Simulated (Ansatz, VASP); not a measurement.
Two plane-wave programs on W

```
W
1.0
    -1.63723    1.63723    1.55737
     1.63723   -1.63723    1.55737
     1.63723    1.63723   -1.55737
W
1
Direct
  0.00000 0.00000 0.00000
```

Change from the starting cell: strain +0.025 along x and y, -0.025 along z, atoms carried along.

Alike in both runs: task single point; functional r2SCAN; k mesh 20 × 20 × 20; occupations gaussian, width 0.15 eV; no spin polarisation.

```csv
,VASP,Ansatz
version,VASP 6.6.1,Ansatz 0.2.0
potentials or method,"VASP PAW PBE potentials, release 64 (W_sv), cutoff 520 eV","scalar-relativistic, plane waves, PAW"
valence electrons in the cell,14,14
```

Ansatz gave:

- gap on the k mesh at the Fermi level (eV): none
- pressure (GPa): -13.7
- traceless stress, the component that is largest in VASP (GPa): 11.03

Task: Which values does VASP return?

Result: gap on the k mesh at the Fermi level (eV): none; pressure (GPa): -12.7; traceless stress, the component that is largest in VASP (GPa): 11.01.

VASP's potentials were made for PBE, not for r2SCAN. A gap of «none» marks a metal or a gap that the smearing closes. The functional is the same, so the differences come from potentials, cutoffs and numerics.

Spin-orbit coupling is off throughout.
